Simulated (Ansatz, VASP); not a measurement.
# Two plane-wave programs on BN

File INCAR:

```
SYSTEM = BN
PREC     = Accurate       ! precision mode
ENCUT    = 520            ! plane-wave cutoff, eV
EDIFF    = 1E-6           ! SCF threshold, eV
ISMEAR   = 0              ! smearing method
SIGMA    = 0.05           ! smearing width, eV
LREAL    = .False.        ! projectors in reciprocal space
LASPH    = .True.         ! aspherical terms in the spheres
NELM     = 60             ! most SCF steps
ALGO     = Normal         ! electronic algorithm
ISIF     = 2              ! what is computed and relaxed
LWAVE    = .False.        ! write WAVECAR
LCHARG   = .False.        ! write CHGCAR
GGA      = PE             ! functional
NBANDS   = 16             ! bands
```

Contents of KPOINTS:

```
regular mesh
0
Gamma
  12 12 6
  0 0 0
```

File POSCAR:

```
BN
1.0
    2.5539396017      0.0000000000      0.0000000000
   -1.2769698009      2.2117765748      0.0000000000
    0.0000000000      0.0000000000      4.2268550000
B N
2 2
Direct
    0.6666666667      0.3333333333      0.9997240000
    0.3333333333      0.6666666667      0.4997240000
    0.7103386106      0.3653034152      0.6252760000
    0.3333333333      0.6666666667      0.1252760000
```

Input for Ansatz:

```yaml
crystal:
  lattice:
    - [2.5539396017, 0.0, 0.0]
    - [-1.2769698009, 2.2117765748, 0.0]
    - [0.0, 0.0, 4.226855]
  atoms:
    - { symbol: B, position: [0.6666666667, 0.3333333333, 0.999724] }
    - { symbol: B, position: [0.3333333333, 0.6666666667, 0.499724] }
    - { symbol: "N", position: [0.7103386106, 0.3653034152, 0.625276] }
    - { symbol: "N", position: [0.3333333333, 0.6666666667, 0.125276] }
basis:
  ecutwfc: 420
kpoints:
  mp_grid: { grid: [12, 12, 6] }
hamiltonian:
  xc: pbe
scf:
  occupations: { method: gaussian, width: 0.05 }
output:
  forces: true
  stress: true
  eigenvalues: true
```

Alike in both runs: task single point; functional PBE; k mesh 12 × 12 × 6; occupations gaussian, width 0.05 eV; no spin polarisation.

```csv
,VASP,Ansatz
version,VASP 6.6.1,Ansatz 0.2.0
potentials or method,"VASP PAW PBE potentials, release 64 (B, N), cutoff 520 eV","scalar-relativistic, plane waves, PAW"
valence electrons in the cell,16,16
```

Ansatz gave:

- gap on the k mesh at the Fermi level (eV): 4.87
- least direct gap on the mesh (eV): 7.76
- pressure (GPa): 1.6
- traceless stress, the component that is largest in VASP (GPa): 2.92
- rms of the force components (eV/Å): 1.035

**Question.** What did VASP give for the same quantities?

**Answer.** gap on the k mesh at the Fermi level (eV): 4.86; least direct gap on the mesh (eV): 7.75; pressure (GPa): 1.8; traceless stress, the component that is largest in VASP (GPa): 2.98; rms of the force components (eV/Å): 1.040.

Atom by atom the forces differ by 0.005 eV/Å (rms over components).
